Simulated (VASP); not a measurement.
Input of a VASP 6.6.1 run:

POSCAR

```
TiS2
1.0
    3.4617605591      0.0000000000      0.0000000000
   -1.7308802796      2.9979725860      0.0000000000
    0.0000000000      0.0000000000      5.8248010104
Ti S
1 2
Direct
    0.0000000000      0.0000000000      0.0000000000
    0.3333333333      0.6666666667      0.2383106355
    0.6666666667      0.3333333333      0.7616893645
```

Contents of INCAR.step1:

```
SYSTEM = TiS2
PREC = Accurate ; ENCUT = 550
ISMEAR = -1 ; SIGMA = 0.02
LREAL = .False. ; LASPH = .True.
NELM = 120 ; NBANDS = 19
GGA = PE ; ALGO = Normal
EDIFF = 1E-5 ; LWAVE = .True.
LCHARG = .False. ; GGA_COMPAT = .False.
```

The input INCAR.step2:

```
SYSTEM = TiS2
PREC = Accurate ; ENCUT = 550
EDIFF = 1E-6 ; ISMEAR = -1
SIGMA = 0.02 ; LREAL = .False.
LASPH = .True. ; NELM = 120
ALGO = Normal ; ISIF = 2
LWAVE = .False. ; LCHARG = .False.
METAGGA = R2SCAN ; LMIXTAU = .True.
NBANDS = 19 ; ISTART = 1
GGA_COMPAT = .False.
```

Contents of KPOINTS:

```
Automatic mesh
0
Gamma
  12 12 4
  0 0 0
```

Potentials or basis: VASP PAW PBE potentials, release 64 (Ti_sv, S).

The run is started by

```sh
$ cat potpaw_PBE.64/Ti_sv/POTCAR potpaw_PBE.64/S/POTCAR > POTCAR
$ cp INCAR.step1 INCAR
$ mpirun -np 1 vasp_std > vasp.out
$ cp INCAR.step2 INCAR
$ mpirun -np 1 vasp_std > vasp.out
```

(1) What does it give for the largest force?

(2) Estimate the band gap on the k mesh.

Results:

(1) 0.028 eV/Å.

(2) 0.35 eV (least direct gap 0.70 eV).

Caveat: the cell differs from its parent crystal (strain +1.5%); semilocal functionals underestimate gaps, and a narrow one can read as zero; the PAW data sets were made with another functional, which shifts forces and pressure a little.
